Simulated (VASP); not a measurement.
The system is AlN.

```
Al N
1.0
     3.10669    0.00000    0.00000
    -1.55335    2.69048    0.00000
     0.00000    0.00000    4.97859
Al N
2 2
Direct
  0.33333 0.66667 0.99670
  0.66667 0.33333 0.49670
  0.33333 0.66667 0.37830
  0.66667 0.33333 0.87830
```

Base run:

| Item | Value |
| --- | --- |
| Program | VASP 6.6.1 |
| Functional | PBE0 |
| Potentials or basis | VASP PAW PBE potentials, release 64 (Al, N) |
| Cutoff | 520 eV |
| k mesh | 6 × 6 × 4 |
| Occupations | gaussian, width 0.01 eV |
| Spin | no spin polarisation |

Its results: band gap on the k mesh 6.33 eV, direct; pressure -0.8 GPa; largest force 0.007 eV/Å.

**Question.** The run is repeated on the same cell with these changes: functional from PBE0 to r2SCAN. What comes out?

**Answer.** Band gap on the k mesh 4.92 eV, direct; pressure -0.4 GPa; largest force 0.003 eV/Å.

PBE0 gives the wider gap, since exact exchange removes part of the self-interaction.

Caveats: the PAW data sets were made with another functional, which shifts forces and pressure a little.

